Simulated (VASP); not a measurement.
Runs of VASP 6.6.1 on Ca. The structure is that of space group Fm-3m (No. 225), or close to it. The cells are those of the table. 

```csv
task,cell,cutoff (eV),k mesh for the DOS,occupations for the DOS,gap on the mesh (eV),pressure (GPa)
single point,"a = 2.994 Å, angles 60.0°, 1 atom",520,-,-,none,43.6
single point,"a = 3.436 Å, angles 60.0°, 1 atom",520,-,-,-,12.3
single point,"a = 3.295 Å, angles 60.0°, 1 atom",520,-,-,-,(a)
single point,"a = 3.686 Å, angles 60.0°, 1 atom",520,-,-,none,4.0
relaxation of cell and atoms,"relaxed from a = 3.907 Å, angles 60.0°, 1 atom",600,-,-,none,0.0
```

Alike in all rows: level PBE; potentials or basis VASP PAW PBE potentials, release 64 (Ca_sv); no spin polarisation; k mesh 12 × 12 × 12; smearing fermi-dirac 0.08 eV.

Q: Estimate the missing entries.

A: (a) 19.6.

A gap of «none» marks levels without a gap at the run's occupations.
